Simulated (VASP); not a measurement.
Here is a VASP 6.6.1 calculation.

Contents of INCAR:

```
ALGO = Normal
EDIFF = 1E-6
ENCUT = 520
GGA = PE
ISIF = 2
ISMEAR = 1
LASPH = True
LCHARG = False
LREAL = False
LWAVE = False
NBANDS = 9
NELM = 100
PREC = Accurate
SIGMA = 0.1
```

The input KPOINTS:

```
k-points
0
Gamma
  6 6 6
```

Contents of POSCAR:

```
S
1.0
    0.0000000000      1.9943503400      1.9943503400
    1.9943503400      0.0000000000      1.9943503400
    1.9943503400      1.9943503400      0.0000000000
S
1
Direct
    0.0000000000      0.0000000000      0.0000000000
```

Potentials or basis: VASP PAW PBE potentials, release 64 (S).

The run is started by

```console
$ cat potpaw_PBE.64/S/POTCAR > POTCAR
$ mpirun -np 1 vasp_std > vasp.out
```

(1) Predict the pressure.

(2) What does it give for the band gap on the k mesh?

## Answers

(1) -0.1 GPa.

(2) zero (band 3 reaches 10.60 eV, above the bottom of band 4 at 5.25 eV).

Caveat: the k points lie up to 0.45 Å⁻¹ apart.
